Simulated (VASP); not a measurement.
Here is a VASP 6.6.1 calculation.

File INCAR:

```
ALGO = Normal
EDIFF = 1E-7
EDIFFG = -0.04
ENCUT = 600
GGA = PE
IBRION = 2
ISIF = 3
ISMEAR = 0
LASPH = True
LCHARG = False
LREAL = False
LWAVE = False
NELM = 60
NSW = 90
PREC = Accurate
SIGMA = 0.1
```

Contents of KPOINTS:

```
k-points
0
Gamma
  4 4 6
```

File POSCAR:

```
AlN
1.0
    5.0571006600      0.0000000000      0.0000000000
    0.0000000000      5.0571006600      0.0000000000
    0.0000000000      0.0000000000      3.0351568300
Al N
4 4
Direct
    0.6804985700      0.6804985700      0.0000000000
    0.1804985700      0.8195014300      0.5000000000
    0.8195014300      0.1804985700      0.5000000000
    0.3195014300      0.3195014300      0.0000000000
    0.8195014300      0.8195014300      0.5000000000
    0.1804985700      0.1804985700      0.5000000000
    0.6804985700      0.3195014300      0.0000000000
    0.3195014300      0.6804985700      0.0000000000
```

Potentials or basis: VASP PAW PBE potentials, release 64 (Al, N).

Command:

```sh
$ cat potpaw_PBE.64/Al/POTCAR potpaw_PBE.64/N/POTCAR > POTCAR
$ mpirun -np 1 vasp_std > vasp.out
```

**Question.** Predict the space group after relaxing (to 0.1 Å).

**Answer.** P4_2/mnm (No. 136).

**Question.** Estimate the band gap on the k mesh.

**Answer.** 3.76 eV.

**Question.** What does it give for the relaxed volume?

**Answer.** 11.06 Å³/atom.

Step by step:
| step | energy change (eV) | largest force (eV/Å) | pressure (GPa) | volume (Å³) |
| --- | --- | --- | --- | --- |
| 1 | 0.0000 | 1.3684 | 31.26 | 77.62 |
| 2 | -0.0361 | 1.0327 | -18.31 | 100.87 |
| 3 | -0.9920 | 0.7289 | 0.45 | 88.14 |
| 4 | -0.9926 | 0.7168 | 0.93 | 87.91 |
| 5 | -1.0201 | 0.3352 | -1.82 | 89.32 |
| 6 | -1.0296 | 0.1689 | -0.98 | 88.84 |
| 7 | -1.0457 | 0.0629 | 0.16 | 88.40 |
| 8 | -1.0468 | 0.0453 | 0.53 | 88.26 |
| 9 | -1.0472 | 0.0682 | -0.23 | 88.64 |
| 10 | -1.0476 | 0.0206 | 0.09 | 88.48 |
